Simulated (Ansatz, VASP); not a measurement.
# Two plane-wave programs on AsAu3

File INCAR:

```
SYSTEM = AsAu3
ALGO = Fast
EDIFF = 1E-7
ENCUT = 520
GGA = PE
ISIF = 2
ISMEAR = -1
LASPH = .True.
LCHARG = .True.
LELF = .True.
LREAL = .False.
LVHAR = .True.
LWAVE = .False.
NBANDS = 48
NELM = 80
PREC = Accurate
SIGMA = 0.05
```

The input KPOINTS:

```
k-points
0
Gamma
  5 5 6
  0 0 0
```

File POSCAR:

```
AsAu3
1.0
    5.9189910598      0.0000000000      0.0000000000
   -2.9594955299      5.1259966225      0.0000000000
    0.0000000000      0.0000000000      4.7766314839
Au As
6 2
Direct
    0.1668315050      0.3336630100      0.2500000000
    0.1668315050      0.8331684950      0.2500000000
    0.6663369900      0.8331684950      0.2500000000
    0.8331684950      0.6663369900      0.7500000000
    0.8331684950      0.1668315050      0.7500000000
    0.3336630100      0.1668315050      0.7500000000
    0.3333333333      0.6666666667      0.7500000000
    0.6666666667      0.3333333333      0.2500000000
```

input.yaml

```yaml
crystal:
  lattice:
    - [5.9189910598, 0.0, 0.0]
    - [-2.9594955299, 5.1259966225, 0.0]
    - [0.0, 0.0, 4.7766314839]
  atoms:
    - { symbol: Au, position: [0.166831505, 0.33366301, 0.25] }
    - { symbol: Au, position: [0.166831505, 0.833168495, 0.25] }
    - { symbol: Au, position: [0.66633699, 0.833168495, 0.25] }
    - { symbol: Au, position: [0.833168495, 0.66633699, 0.75] }
    - { symbol: Au, position: [0.833168495, 0.166831505, 0.75] }
    - { symbol: Au, position: [0.33366301, 0.166831505, 0.75] }
    - { symbol: As, position: [0.3333333333, 0.6666666667, 0.75] }
    - { symbol: As, position: [0.6666666667, 0.3333333333, 0.25] }
hamiltonian:
  xc: pbe
  pseudopotentials: { kind: paw }
kpoints:
  mp_grid: { grid: [5, 5, 6] }
scf:
  occupations: { method: fermi_dirac, width: 0.05 }
output:
  forces: true
  stress: true
  eigenvalues: true
```

Alike in both runs: task single point; functional PBE; k mesh 5 × 5 × 6; occupations fermi-dirac, width 0.05 eV; no spin polarisation.

|  | VASP | Ansatz |
| --- | --- | --- |
| version | VASP 6.6.1 | Ansatz 0.2.0 |
| potentials or method | VASP PAW PBE potentials, release 64 (Au, As) | Ansatz PAW |
| plane-wave cutoff (eV) | 520 | 420 |
| valence electrons in the cell | 76 | 144 |

Ansatz gave:

| Property | Result |
| --- | --- |
| gap on the k mesh at the Fermi level (eV) | none |
| pressure (GPa) | 1.7 |
| traceless stress, the component that is largest in VASP (GPa) | -0.15 |
| rms of the force components (eV/Å) | 0.022 |

**Question.** Estimate VASP's values.

**Answer.** gap on the k mesh at the Fermi level (eV): none; pressure (GPa): 1.5; traceless stress, the component that is largest in VASP (GPa): -0.14; rms of the force components (eV/Å): 0.022.

Atom by atom the forces differ by 0.000 eV/Å (rms over components). A gap of «none» marks a metal or a gap that the smearing closes. With one functional, cell and mesh, what is left measures potentials, basis and numerics. VASP's potentials hold 76 valence electrons a cell and Ansatz's 144, so a difference there can come from the potentials and not from the codes.

Spin-orbit coupling is off throughout.
